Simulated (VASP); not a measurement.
A run of VASP 6.6.1:

Contents of INCAR:

```
SYSTEM = C25O
  PREC = Accurate
  ENCUT = 520
  EDIFF = 1E-6
  ISMEAR = 0
  SIGMA = 0.05
  LREAL = Auto
  LASPH = .True.
  NELM = 80
  ALGO = Normal
  ISIF = 2
  LWAVE = .False.
  LCHARG = .False.
  LDIPOL = .True.
  IDIPOL = 3
  DIPOL = 0.5 0.5 0.301
  GGA = PE
  NBANDS = 72
```

The input KPOINTS:

```
regular mesh
0
Gamma
  6 6 1
  0 0 0
```

File POSCAR:

```
C25O
1.0
    5.0509324483      0.0000000000      0.0000000000
   -2.5254662241      4.3742358130      0.0000000000
    0.0000000000      0.0000000000     24.3675695640
C O
25 1
Direct
    0.1666666667      0.3333333333      0.1641526041
    0.1666666667      0.8333333333      0.1641526041
    0.6666666667      0.3333333333      0.1641526041
    0.6666666667      0.8333333333      0.1641526041
    0.0000000000      0.0000000000      0.1853081253
    0.0000000000      0.5000000000      0.1853081253
    0.5000000000      0.0000000000      0.1853081253
    0.5000000000      0.5000000000      0.1853081253
    0.0000000000      0.0000000000      0.2487746889
    0.0000000000      0.5000000000      0.2487746889
    0.5000000000      0.0000000000      0.2487746889
    0.5000000000      0.5000000000      0.2487746889
    0.3333333333      0.1666666667      0.2625971826
    0.3333333333      0.6666666667      0.2625971826
    0.8333333333      0.1666666667      0.2625971826
    0.8333333333      0.6666666667      0.2625971826
    0.3333333333      0.1666666667      0.4254554106
    0.3333333333      0.6666666667      0.4254554106
    0.8333333333      0.1666666667      0.4254554106
    0.8333333333      0.6666666667      0.4254554106
    0.1666666667      0.3333333333      0.4254658856
    0.1666666667      0.8333333333      0.4254658856
    0.6666666667      0.3333333333      0.4254658856
    0.6666666667      0.8333333333      0.4254658856
    0.6666666667      0.8333333333      0.4898957827
    0.7992612557      0.7007387443      0.4898957827
```

Potentials or basis: VASP PAW PBE potentials, release 64 (C, O).

Run with:

```sh
$ cat potpaw_PBE.64/C/POTCAR potpaw_PBE.64/O/POTCAR > POTCAR
$ mpirun -np 1 vasp_std > vasp.out
```

Hardware: 1 thread of Intel(R) Xeon(R) 6975P-C (Granite Rapids), on a shared host.

Question: How long does it take, and how much memory?

Answer: It took 14 min on 1 thread of Intel(R) Xeon(R) 6975P-C (Granite Rapids) (shared host), peak memory 0.77 GiB. Counts: scf iterations 31, k points 13.
